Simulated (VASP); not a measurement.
A run of VASP 6.6.1 is set up as follows.

Contents of INCAR:

```
SYSTEM = Cs2SnI6
PREC = Accurate
ENCUT = 500
EDIFF = 1E-6
ISMEAR = -1
SIGMA = 0.02
LREAL = .FALSE.
LASPH = .TRUE.
NELM = 120
ALGO = Normal
ISIF = 2
LWAVE = .FALSE.
LCHARG = .FALSE.
GGA = PE
NBANDS = 47
GGA_COMPAT = .FALSE.
```

Contents of KPOINTS:

```
regular mesh
0
G
  5 5 5
  0 0 0
```

The input POSCAR:

```
Cs2SnI6
1.0
    0.0000000000      5.8150000000      5.8150000000
    5.8150000000      0.0000000000      5.8150000000
    5.8150000000      5.8150000000      0.0000000000
Cs Sn I
2 1 6
Direct
    0.2500000000      0.2500000000      0.2500000000
    0.7500000000      0.7500000000      0.7500000000
    0.0000000000      0.0000000000      0.0000000000
    0.7512468974      0.2487531026      0.2487531026
    0.2487531026      0.7512468974      0.2487531026
    0.2487531026      0.7512468974      0.7512468974
    0.7512468974      0.2487531026      0.7512468974
    0.2487531026      0.2487531026      0.7512468974
    0.7512468974      0.7512468974      0.2487531026
```

Potentials or basis: VASP PAW PBE potentials, release 64 (Cs_sv, Sn_d, I).

Command:

```bash
$ cat potpaw_PBE.64/Cs_sv/POTCAR potpaw_PBE.64/Sn_d/POTCAR potpaw_PBE.64/I/POTCAR > POTCAR
$ mpirun -np 1 vasp_std > vasp.out
```

(1) Estimate the pressure.

(2) Estimate the largest force.

(3) Predict the band gap on the k mesh.

Results:

(1) 1.1 GPa.

(2) 0.005 eV/Å.

(3) zero (filled and empty bands touch).

Caveat: spin-orbit coupling is left out, which moves the levels of the heavy elements.
